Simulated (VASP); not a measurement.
# Si (Fd-3m) in VASP: notebook

Runs on Si. Level: PBE. Tasks: single point.

Everything below comes from runs of VASP 6.6.1. Logs are shortened: lines on timing, memory, paths and dates and some standing lists are left out, and cuts for length are marked.

**1. The cell of the first run**

The structure is cubic, space group Fd-3m (No. 227). Conventional cell: a = 5.437 Å, b = 5.437 Å, c = 5.437 Å, α = 90.00°, β = 90.00°, γ = 90.00°. Si (site symmetry -43m) has 4 Si at 2.35 Å within 3.1 Å.

**2. Single point, PBE**

INCAR reads:

```
PREC = Accurate
ENCUT = 520
EDIFF = 1E-6
ISMEAR = 0
SIGMA = 0.1
LREAL = False
LASPH = True
NELM = 100
ALGO = Normal
ISIF = 2
LWAVE = False
LCHARG = True
GGA = PE
LELF = True
LVHAR = True
NBANDS = 11
```

KPOINTS reads:

```
Automatic mesh
0
Gamma
  6 6 6
```

POSCAR reads:

```
Si
1.0
    0.0000000000      2.7185000000      2.7185000000
    2.7185000000      0.0000000000      2.7185000000
    2.7185000000      2.7185000000      0.0000000000
Si
2
Direct
    0.5000000000      0.5000000000      0.5000000000
    0.7500000000      0.7500000000      0.7500000000
```

Potentials or basis: VASP PAW PBE potentials, release 64 (Si).

On the command line:

```
$ cat potpaw_PBE.64/Si/POTCAR > POTCAR
$ mpirun -np 1 vasp_std > vasp.out
```

OUTCAR:

```text
PREC = Accurate
   ENCUT = 520
   EDIFF = 1E-6
   ISMEAR = 0
   LREAL = False
   LASPH = True
   NELM = 100
   ISIF = 2
   GGA = PE

 ion  position               nearest neighbor table
   1  0.500  0.500  0.500-   2 2.35   2 2.35   2 2.35   2 2.35
   2  0.750  0.750  0.750-   1 2.35   1 2.35   1 2.35   1 2.35

  LATTYP: Found a face centered cubic cell.
 ALAT       =     5.4370000000

  Lattice vectors:

 A1 = (   0.0000000000,   2.7185000000,   2.7185000000)
 A2 = (   2.7185000000,   0.0000000000,   2.7185000000)
 A3 = (   2.7185000000,   2.7185000000,   0.0000000000)

Analysis of symmetry for initial positions (statically):
=====================================================================
 Subroutine PRICEL returns:
 Original cell was already a primitive cell.

 Routine SETGRP: Setting up the symmetry group for a
 face centered cubic supercell.

 Subroutine GETGRP returns: Found 48 space group operations
 (whereof 24 operations were pure point group operations)
 out of a pool of 48 trial point group operations.

The static configuration has the point symmetry T_d .
 The point group associated with its full space group is O_h .

Analysis of symmetry for dynamics (positions and initial velocities):
=====================================================================
 Subroutine PRICEL returns:
 Original cell was already a primitive cell.

 Routine SETGRP: Setting up the symmetry group for a
 face centered cubic supercell.

 Subroutine GETGRP returns: Found 48 space group operations
 (whereof 24 operations were pure point group operations)
 out of a pool of 48 trial point group operations.

The dynamic configuration has the point symmetry T_d .
 The point group associated with its full space group is O_h .

 Subroutine INISYM returns: Found 48 space group operations
 (whereof 24 operations are pure point group operations),
 and found     1 'primitive' translations

----------------------------------------------------------------------------------------

                                     Primitive cell

  volume of cell :      40.1807

  direct lattice vectors                    reciprocal lattice vectors
     0.000000000  2.718500000  2.718500000    -0.183924959  0.183924959  0.183924959
     2.718500000  0.000000000  2.718500000     0.183924959 -0.183924959  0.183924959
     2.718500000  2.718500000  0.000000000     0.183924959  0.183924959 -0.183924959

  length of vectors
     3.844539569  3.844539569  3.844539569     0.318567373  0.318567373  0.318567373

  position of ions in fractional coordinates (direct lattice)
     0.500000000  0.500000000  0.500000000
     0.750000000  0.750000000  0.750000000

  ion indices of the primitive-cell ions
   primitive index   ion index
                 1           1
                 2           2

----------------------------------------------------------------------------------------

 KPOINTS: Automatic mesh

Automatic generation of k-mesh.
 Grid dimensions read from file:
 generate k-points for:    6    6    6

 Generating k-lattice:

  Cartesian coordinates                     Fractional coordinates (reciprocal lattice)
    -0.030654160  0.030654160  0.030654160     0.166666667  0.000000000  0.000000000
     0.030654160 -0.030654160  0.030654160     0.000000000  0.166666667  0.000000000
     0.030654160  0.030654160 -0.030654160     0.000000000  0.000000000  0.166666667

  Length of vectors
     0.053094562  0.053094562  0.053094562

  Shift w.r.t. Gamma in fractional coordinates (k-lattice)
     0.000000000  0.000000000  0.000000000

 Subroutine IBZKPT returns following result:
 ===========================================

 Found     16 irreducible k-points:

 Following reciprocal coordinates:
            Coordinates               Weight
  0.000000  0.000000  0.000000      1.000000
  0.166667  0.000000  0.000000      8.000000
  0.333333  0.000000  0.000000      8.000000
  0.500000  0.000000  0.000000      4.000000
  0.166667  0.166667  0.000000      6.000000
  0.333333  0.166667  0.000000     24.000000
[... 8 lines left out ...]
 -0.333333  0.333333  0.166667     24.000000
 -0.333333  0.500000  0.166667     12.000000
   k-points           NKPTS =     16   k-points in BZ     NKDIM =     16   number of bands    NBANDS=     11
   number of dos      NEDOS =    301   number of ions     NIONS =      2
   total plane-waves  NPLWV =  27000
   dimension x,y,z NGX =    30 NGY =   30 NGZ =   30
   dimension x,y,z NGXF=    60 NGYF=   60 NGZF=   60
   ions per type =               2
   NGX,Y,Z   is equivalent  to a cutoff of  12.97, 12.97, 12.97 a.u.
   NGXF,Y,Z  is equivalent  to a cutoff of  25.95, 25.95, 25.95 a.u.
 SYSTEM =  unknown system
   PREC   = accura    normal or accurate (medium, high low for compatibility)
   ISTART =      0    job   : 0-new  1-cont  2-samecut
   ICHARG =      2    charge: 1-file 2-atom 10-const
   ISPIN  =      1    spin polarized calculation?
   LNONCOLLINEAR =      F non collinear calculations
   LSORBIT =      F    spin-orbit coupling
   LASPH  =      T    aspherical Exc in radial PAW
   ENCUT  =  520.0 eV  38.22 Ry    6.18 a.u.   7.15  7.15  7.15*2*pi/ulx,y,z
   NELM   =    100;   NELMIN=  2; NELMDL= -5     # of ELM steps
   EDIFF  = 0.1E-05   stopping-criterion for ELM
   LREAL  =      F    real-space projection
   EDIFFG = 0.1E-04   stopping-criterion for IOM
   NSW    =      0    number of steps for IOM
   IBRION =     -1    ionic relax: 0-MD 1-quasi-New 2-CG
   NFREE  =      0    steps in history (QN), initial steepest desc. (CG)
   ISIF   =      2    stress and relaxation
   ISYM   =      2    0-nonsym 1-usesym 2-fastsym
   POTIM  = 0.5000    time-step for ionic-motion
   TEBEG  =    0.0;   TEEND  =   0.0 temperature during run
   PSTRESS=    0.0 pullay stress
   NELECT =       8.0000    total number of electrons
   NUPDOWN=      -1.0000    fix difference up-down
   EMIN   =  10.00;   EMAX   =-10.00  energy-range for DOS
   EFERMI =   0.00;   METHOD = LEGACY
   ISMEAR =     0;   SIGMA  =   0.10  broadening in eV -4-tet -1-fermi 0-gaus
   EFERMI_NEDOS =   21; number of points for ismear=-14 and -15
   IALGO  =     38    algorithm
   IMIX   =      4    mixing-type and parameters
     AMIX     =   0.40;   BMIX     =  1.00
     AMIX_MAG =   1.60;   BMIX_MAG =  1.00
  volume/ion in A,a.u.               =      20.09       135.58
  Fermi-wavevector in a.u.,A,eV,Ry     =   0.955943  1.806471 12.433381  0.913828
  Thomas-Fermi vector in A             =   2.084827
   LORBIT       =      0    0 simple, 1 ext, 2 COOP (PROOUT), +10 PAW based schemes
   GGA     = PE    functional components
   LHFCALC =     F    Hartree Fock is set to
   AEXX    =    0.0000 exact exchange contribution
   IVDW    =     0    specifies the selected vdW correction
   LEPSILON=     F    determine dielectric tensor
   LRPA    =     F    only Hartree local field effects (RPA)
 non-spin polarized calculation
 Gauss-broadening in eV      SIGMA  =   0.10
  energy-cutoff  :      520.00
  volume of cell :       40.18
 maximum number of plane-waves:      1106
 NGX is ok and might be reduce to    30
   NGX = 15   NGY = 15   NGZ = 15

 number of electron       8.0000001 magnetization

 Free energy of the ion-electron system (eV)
  ---------------------------------------------------
  ext. energy  EPLUGINS =         0.00000000
  ---------------------------------------------------
  free energy    TOTEN  =       -10.82253242 eV

  energy without entropy =      -10.82253241  energy(sigma->0) =      -10.82253241

 E-fermi :   6.1494     XC(G=0):  -9.3909

 val. band max:        5.7986249615   @ k =   0.0000   0.0000   0.0000
 cond. band min:       6.5130247886   @ k =   0.5000   0.5000   0.0000
 fundamental gap:      0.7143998272
 Fermi energy:         6.1494239906

 k-point     1 :       0.0000    0.0000    0.0000
  band No.  band energies     occupation
      1      -6.1364      2.00000
      2       5.7986      2.00000
      3       5.7986      2.00000
      4       5.7986      2.00000
      5       8.3597      0.00000
      6       8.3597      0.00000
      7       8.3597      0.00000
      8       9.1328      0.00000
      9      13.5130      0.00000
     10      13.5130      0.00000
     11      13.7438      0.00000

 k-point     2 :       0.1667    0.0000    0.0000
  band No.  band energies     occupation
      1      -5.7762      2.00000
      2       3.4220      2.00000
      3       5.3501      2.00000
      4       5.3501      2.00000
      5       8.1400      0.00000
      6       9.0051      0.00000
      7       9.0051      0.00000
      8      11.2270      0.00000
      9      12.8799      0.00000
     10      12.8799      0.00000
     11      14.8722      0.00000

 k-point     3 :       0.3333    0.0000    0.0000
  band No.  band energies     occupation
      1      -4.7639      2.00000
      2       0.4769      2.00000
      3       4.8018      2.00000
      4       4.8018      2.00000
      5       7.5511      0.00000
      6       9.3026      0.00000
      7       9.3026      0.00000
      8      13.6542      0.00000
      9      13.7753      0.00000
     10      13.7753      0.00000
     11      14.8968      0.00000
[... 155 lines left out ...]
 k-point    15 :      -0.3333    0.3333    0.1667
  band No.  band energies     occupation
      1      -2.8730      2.00000
      2      -1.0318      2.00000
      3       1.8041      2.00000
      4       3.0486      2.00000
      5       9.1529      0.00000
      6       9.3494      0.00000
      7      11.8901      0.00000
      8      12.3050      0.00000
      9      13.3393      0.00000
     10      16.8806      0.00000
     11      17.7341      0.00000

 k-point    16 :      -0.3333    0.5000    0.1667
  band No.  band energies     occupation
      1      -1.8853      2.00000
      2      -1.8853      2.00000
      3       2.1687      2.00000
      4       2.1687      2.00000
      5       8.5460      0.00000
      6       8.5460      0.00000
      7      12.5492      0.00000
      8      12.5492      0.00000
      9      16.3522      0.00000
     10      16.3522      0.00000
     11      18.7286      0.00000

------------------------ aborting loop because EDIFF is reached ----------------------------------------

  FORCE on cell =-STRESS in cart. coord.  units (eV):
  Direction    XX          YY          ZZ          XY          YZ          ZX
  --------------------------------------------------------------------------------------
  -------------------------------------------------------------------------------------
  Total        0.4218133      0.4218133      0.4218133     -0.0000000      0.0000000      0.0000000
  in kB       16.8194889     16.8194889     16.8194889     -0.0000000      0.0000000      0.0000000
  external PRESSURE =      16.8194889 kB  Pullay stress =       0.0000000 kB

 VOLUME and BASIS-vectors are now :
 -----------------------------------------------------------------------------
  energy-cutoff  :      520.00
  volume of cell :       40.18
      direct lattice vectors                 reciprocal lattice vectors
     0.000000000  2.718500000  2.718500000    -0.183924959  0.183924959  0.183924959
     2.718500000  0.000000000  2.718500000     0.183924959 -0.183924959  0.183924959
     2.718500000  2.718500000  0.000000000     0.183924959  0.183924959 -0.183924959

 POSITION                                       TOTAL-FORCE (eV/Angst)
 -----------------------------------------------------------------------------------
      2.71850      2.71850      2.71850        -0.000000     -0.000000     -0.000000
      4.07775      4.07775      4.07775         0.000000      0.000000      0.000000
 -----------------------------------------------------------------------------------
    total drift:                                0.000000     -0.000000     -0.000000

  FREE ENERGIE OF THE ION-ELECTRON SYSTEM (eV)
  ---------------------------------------------------
  free  energy   TOTEN  =       -10.8225324171 eV

  energy  without entropy=      -10.8225324098  energy(sigma->0) =      -10.82253241
```

Wall time 19 s (1 thread of AMD EPYC 7R13, shared host); peak memory 0.12 GiB.

Results:

```yaml
Free_energy: -10.8225 eV
Pressure: 1.7 GPa
Band_gap_on_the_k_mesh: 0.71 eV, indirect (least direct gap 2.56 eV)
```

A k mesh can miss the band edges. As with any semilocal functional, this PBE gap is likely too small.

**3. Single point, PBE**

This run uses another cell than the first one, of 20.46 Å³/atom, 1.018 times its volume.

INCAR reads:

```
PREC     = Accurate       # precision mode
ENCUT    = 520            # plane-wave cutoff, eV
EDIFF    = 1E-6           # SCF threshold, eV
ISMEAR   = 0              # smearing method
SIGMA    = 0.02           # smearing width, eV
LREAL    = False          # projectors in reciprocal space
LASPH    = True           # aspherical terms in the spheres
NELM     = 80             # most SCF steps
ALGO     = Normal         # electronic algorithm
ISIF     = 2              # what is computed and relaxed
LWAVE    = False          # write WAVECAR
LCHARG   = False          # write CHGCAR
GGA      = PE             # functional
NBANDS   = 11             # bands
```

KPOINTS reads:

```
Automatic mesh
0
Gamma
  8 8 8
```

POSCAR reads:

```
Si
1.0
    0.0000000000      2.7348617804      2.7348617804
    2.7348617804      0.0000000000      2.7348617804
    2.7348617804      2.7348617804      0.0000000000
Si
2
Direct
    0.5000000000      0.5000000000      0.5000000000
    0.7500000000      0.7500000000      0.7500000000
```

Potentials or basis: VASP PAW PBE potentials, release 64 (Si).

On the command line:

```
$ cat potpaw_PBE.64/Si/POTCAR > POTCAR
$ mpirun -np 1 vasp_std > vasp.out
```

Run time: 26 s. Hardware: 1 thread of AMD EPYC 7R13, shared host; peak memory 0.13 GiB.

It converged, with:

| Item | Value |
| --- | --- |
| Free energy | -10.8461 eV |
| Pressure | 0.0 GPa |
| Band gap on the k mesh | 0.65 eV, indirect (least direct gap 2.56 eV) |

Levels at points of the mesh, in eV from the valence-band top:
```
           k point  band 1  band 2  band 3  band 4  band 5  band 6  band 7  band 8  band 9
(0.00, 0.00, 0.00)  -11.81    0.00    0.00    0.00    2.56    2.56    2.56    3.13    7.71
(0.50, 0.00, 0.00)   -9.53   -6.87   -1.18   -1.18    1.46    3.35    3.35    7.70   10.49
(0.50, 0.50, 0.00)   -7.74   -7.74   -2.79   -2.79    0.75    0.75    9.93    9.93   10.91
```
